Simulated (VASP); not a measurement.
Si2C, 3 atoms in the cell. The structure is hexagonal, space group P6/mmm (No. 191). Conventional cell: a = 4.432 Å, b = 4.432 Å, c = 2.860 Å, α = 90.00°, β = 90.00°, γ = 120.00°. Si (site symmetry -6m2) has 5 Si at 2.56 to 2.86 Å and 6 C at 2.93 Å within 3.4 Å. C (site symmetry 6/mmm) has 2 C at 2.86 Å and 12 Si at 2.93 Å within 3.8 Å. 

| Item | Value |
| --- | --- |
| Program | VASP 6.6.1 |
| Task | relaxation of cell and atoms |
| Functional | PBE |
| Potentials or basis | VASP PAW PBE potentials, release 64 (Si, C) |
| Cutoff | 600 eV |
| k mesh | 6 × 6 × 6 |
| Occupations | gaussian, width 0.1 eV |
| Spin | no spin polarisation |
| Dipole correction | no |
| Further INCAR settings | ALGO = Normal; EDIFF = 1e-07; IBRION = 2; EDIFFG = -0.04; NSW = 90; ISIF = 3 |

Potentials or basis: VASP PAW PBE potentials, release 64 (Si, C).

The run is started by

```sh
$ cat potpaw_PBE.64/Si/POTCAR potpaw_PBE.64/C/POTCAR > POTCAR
$ mpirun -np 1 vasp_std > vasp.out
```

Hardware: 1 thread of Intel(R) Xeon(R) 6975P-C (Granite Rapids), with other jobs on the host.

**Question.** How long does it take, and how much memory?

**Answer.** Run time: 27 s on 1 thread of Intel(R) Xeon(R) 6975P-C (Granite Rapids), with other jobs on the host, peak memory 0.17 GiB. Counts: scf iterations 61, k points 28, ion steps 8.
